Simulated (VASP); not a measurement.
# Gd (Pm-3m) in VASP: a series of runs, part 2 of 2

VASP 6.6.1. Earlier steps stand in the parts before.

## Step 3: Single point, PBE, collinear spin, ferromagnetic start (27.34 Å³/atom)

This run uses another cell than the first one, of 27.34 Å³/atom.

The input, INCAR:

```
PREC = Accurate ; ENCUT = 520
EDIFF = 1E-7 ; ISMEAR = -1
SIGMA = 0.08 ; LREAL = F
LASPH = T ; NELM = 150
ALGO = Normal ; ISIF = 2
LWAVE = F ; LCHARG = F
ISPIN = 2 ; MAGMOM = 7
LORBIT = 11 ; LMAXMIX = 6
GGA = PE ; NBANDS = 19
```

The input, KPOINTS:

```
regular mesh
0
Gamma
  13 13 13
```

The input, POSCAR:

```
Gd
1.0
    3.0123734888      0.0000000000      0.0000000000
    0.0000000000      3.0123734888      0.0000000000
    0.0000000000      0.0000000000      3.0123734888
Gd
1
Direct
    0.0000000000      0.0000000000      0.0000000000
```

Potentials or basis: VASP PAW PBE potentials, release 64 (Gd).

The run is started by

```bash
$ cat potpaw_PBE.64/Gd/POTCAR > POTCAR
$ mpirun -np 1 vasp_std > vasp.out
```

OUTCAR:

```text
PREC = Accurate
   ENCUT = 520
   EDIFF = 1E-7
   ISMEAR = -1
   LREAL = F
   LASPH = T
   NELM = 150
   ISIF = 2
   ISPIN = 2
   LORBIT = 11
   GGA = PE

 ion  position               nearest neighbor table
   1  0.000  0.000  0.000-

  LATTYP: Found a simple cubic cell.
 ALAT       =     3.0123734888

  Lattice vectors:

 A1 = (   3.0123734888,   0.0000000000,   0.0000000000)
 A2 = (   0.0000000000,   3.0123734888,   0.0000000000)
 A3 = (   0.0000000000,   0.0000000000,   3.0123734888)
[... 1263 lines left out ...]
  -------------------------------------------------------------------------------------
  Total        1.6001869      1.6001869      1.6001869     -0.0000000      0.0000000     -0.0000000
  in kB       93.7896350     93.7896350     93.7896350     -0.0000000      0.0000000     -0.0000000
  external PRESSURE =      93.7896350 kB  Pullay stress =       0.0000000 kB

 VOLUME and BASIS-vectors are now :
 -----------------------------------------------------------------------------
  energy-cutoff  :      520.00
  volume of cell :       27.34
      direct lattice vectors                 reciprocal lattice vectors
     3.012373489  0.000000000  0.000000000     0.331964148  0.000000000  0.000000000
     0.000000000  3.012373489  0.000000000     0.000000000  0.331964148  0.000000000
     0.000000000  0.000000000  3.012373489     0.000000000  0.000000000  0.331964148

 POSITION                                       TOTAL-FORCE (eV/Angst)
 -----------------------------------------------------------------------------------
      0.00000      0.00000      0.00000         0.000000      0.000000      0.000000
 -----------------------------------------------------------------------------------
    total drift:                                0.000000     -0.000000     -0.000000

  FREE ENERGIE OF THE ION-ELECTRON SYSTEM (eV)
  ---------------------------------------------------
  free  energy   TOTEN  =       -10.9205434291 eV

  energy  without entropy=      -10.8864122749  energy(sigma->0) =      -10.90347785

 total charge

# of ion       s       p       d       f       tot
--------------------------------------------------
    1        2.075   5.536   0.797   7.001  15.408

 magnetization (x)

# of ion       s       p       d       f       tot
--------------------------------------------------
    1        0.026  -0.067   0.347   6.767   7.072
```

OSZICAR:

```text
N       E                     dE             d eps       ncg     rms          rms(c)
DAV:   1     0.959055891070E+02    0.95906E+02   -0.62543E+03  8167   0.490E+03
DAV:   2     0.528763399122E+01   -0.90618E+02   -0.79431E+02  8065   0.342E+02
[... 19 lines left out ...]
DAV:  22    -0.109205620345E+02    0.83832E-05   -0.97966E-06 11833   0.764E-02    0.472E-01
DAV:  23    -0.109205451178E+02    0.16917E-04   -0.32006E-05  9081   0.151E-01    0.107E-01
DAV:  24    -0.109205441299E+02    0.98787E-06   -0.34561E-06 11197   0.220E-02    0.234E-02
DAV:  25    -0.109205438253E+02    0.30456E-06   -0.53833E-07 10496   0.160E-02    0.379E-02
DAV:  26    -0.109205434389E+02    0.38648E-06   -0.10832E-06  7791   0.272E-02    0.527E-02
DAV:  27    -0.109205434291E+02    0.98039E-08   -0.64134E-07 10508   0.175E-02
   1 F= -.10920543E+02 E0= -.10903478E+02  d E =-.341312E-01  mag=     7.6255
```

stdout:

```text
POSCAR found type information on POSCAR Gd
 POSCAR found :  1 types and       1 ions
 scaLAPACK will be used
 LDA part: xc-table for (Slater+PW92), standard interpolation
 POSCAR, INCAR and KPOINTS ok, starting setup
 FFT: planning ... GRIDC
 FFT: planning ... GRID_SOFT
 FFT: planning ... GRID
 WAVECAR not read
 entering main loop
```

Run time: 88 s. Hardware: 1 thread of AMD EPYC 9R45 (Zen 5), shared host; peak memory 0.18 GiB.

What came out:

```yaml
Free_energy: -10.9205 eV
Pressure: 9.4 GPa
Net_moment: 7.63 μB per cell
Site_moments: Gd +7.07 μB
Valence_electrons_inside_the_program's_atomic_spheres: Gd 15.41
```

Caveat: the cell stands under pressure; semilocal functionals describe open f shells poorly, which spoils levels, moments and volumes. The state reached can hang on the start; a lower one may exist.
